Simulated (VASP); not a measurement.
Write the native input for VASP 6.6.1 that does the following.

| Quantity | Value |
| --- | --- |
| Task | electric field gradients |
| Functional | PBEsol |
| Potentials or basis | VASP PAW PBE potentials, release 64 (Pd) |
| Cutoff | 520 eV |
| k mesh | 18 × 18 × 18 |
| Occupations | fermi-dirac, width 0.05 eV |
| Spin | no spin polarisation |
| Dipole correction | no |
| Further INCAR settings | ALGO = Normal; EDIFF = 1e-08; NBANDS = 11 |

The structure of Pd lies in POSCAR:

```
Pd
1.0
    0.0000000000      1.9383952691      1.9383952691
    1.9383952691      0.0000000000      1.9383952691
    1.9383952691      1.9383952691      0.0000000000
Pd
1
Direct
    0.0000000000      0.0000000000      0.0000000000
```

This cell differs from its parent crystal: volume scaled by 0.99.

The input as run:

INCAR

```
SYSTEM = Pd
  PREC = Accurate
  ENCUT = 520
  EDIFF = 1E-8
  ISMEAR = -1
  SIGMA = 0.05
  LREAL = .False.
  LASPH = .True.
  NELM = 60
  ALGO = Normal
  ISIF = 2
  LWAVE = .False.
  LCHARG = .False.
  GGA = PS
  LEFG = .True.
  NBANDS = 11
```

KPOINTS

```
regular mesh
0
Gamma
  18 18 18
  0 0 0
```

Potentials or basis: VASP PAW PBE potentials, release 64 (Pd).

Command:

```console
$ cat potpaw_PBE.64/Pd/POTCAR > POTCAR
$ mpirun -np 1 vasp_std > vasp.out
```

Results of the run:

| Property | Result |
| --- | --- |
| Pressure | -0.6 GPa |
| Band gap on the k mesh | zero (band 5 reaches 10.14 eV, above the bottom of band 6 at 8.52 eV) |

Caveat: without QUAD_EFG the Cq values of the log hold for a quadrupole moment of 1 mb, not for the nuclei; the PAW data sets were made with another functional, which shifts forces and pressure a little.

Wall time 21 s on 1 thread of Intel Xeon 6975P-C, with other jobs on the host, peak memory 0.15 GiB.
